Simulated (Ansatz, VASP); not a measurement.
# InSe: VASP beside Ansatz

```
Se In
1.0
     4.02661    0.00000    0.00000
    -2.01331    3.48715    0.00000
     0.00000    0.00000   28.27071
Se In
4 4
Cartesian
  0.0000 0.0000 4.5000
  0.0000 0.0000 9.8854
  -1.7896 3.0997 13.1954
  -1.7896 3.0997 18.5807
  2.0133 1.1624 5.7954
  2.0133 1.1624 8.5899
  -3.8029 1.9373 14.4908
  -3.8029 1.9373 17.2853
```

Alike in both runs: task single point; functional PBE; dispersion D3(BJ); k mesh 9 × 9 × 1; occupations gaussian, width 0.05 eV; no spin polarisation.

|  | VASP | Ansatz |
| --- | --- | --- |
| version | VASP 6.6.1 | Ansatz 0.2.0 |
| potentials or method | VASP PAW PBE potentials, release 64 (Se, In_d), cutoff 520 eV | scalar-relativistic, plane waves, PAW |
| valence electrons in the cell | 76 | 116 |

VASP gave:

- gap on the k mesh at the Fermi level (eV): 1.00
- least direct gap on the mesh (eV): 1.07
- rms of the force components (eV/Å): 0.053

Problem. What did Ansatz give for the same quantities?

Solution. gap on the k mesh at the Fermi level (eV): 1.01; least direct gap on the mesh (eV): 1.08; rms of the force components (eV/Å): 0.056.

VASP's potentials hold 76 valence electrons a cell and Ansatz's 116, so a difference there can come from the potentials and not from the codes.
